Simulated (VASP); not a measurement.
Zr5N, 6 atoms in the cell. The structure is hexagonal, space group P6/mmm (No. 191). The conventional cell has a = 5.379 Å, b = 5.379 Å, c = 7.738 Å, α = 90.00°, β = 90.00°, γ = 120.00°. Zr (site symmetry mmm) has 8 Zr at 2.69 to 3.34 Å and 2 N at 2.69 Å within 3.5 Å. Within 2.6 Å of Zr (site symmetry 6mm) lie 1 N at 1.98 Å. N (site symmetry 6/mmm) has 8 Zr at 1.98 to 2.69 Å within 2.7 Å. The cell was generated, and may not be a known phase.

| Property | Result |
| --- | --- |
| Program | VASP 6.6.1 |
| Task | relaxation of cell and atoms |
| Functional | PBE |
| Potentials or basis | VASP PAW PBE potentials, release 64 (Zr_sv, N) |
| Cutoff | 600 eV |
| k mesh | 12 × 12 × 6 |
| Occupations | gaussian, width 0.1 eV |
| Spin | no spin polarisation |
| Dipole correction | no |
| Further INCAR settings | ALGO = Fast; EDIFF = 1e-06; IBRION = 2; EDIFFG = -0.01; NSW = 100; ISIF = 3 |

Potentials or basis: VASP PAW PBE potentials, release 64 (Zr_sv, N).

Launch:

```bash
$ cat potpaw_PBE.64/Zr_sv/POTCAR potpaw_PBE.64/N/POTCAR > POTCAR
$ mpirun -np 1 vasp_std > vasp.out
```

Hardware: 1 thread of Oxide Virtual Turin-like Processor (shared host).

Question: How long does it take, and how much memory?

Answer: Wall time 2.4 h on 1 thread of Oxide Virtual Turin-like Processor, with other jobs on the host, peak memory 0.74 GiB. Counts: scf iterations 111, k points 76, ion steps 6.
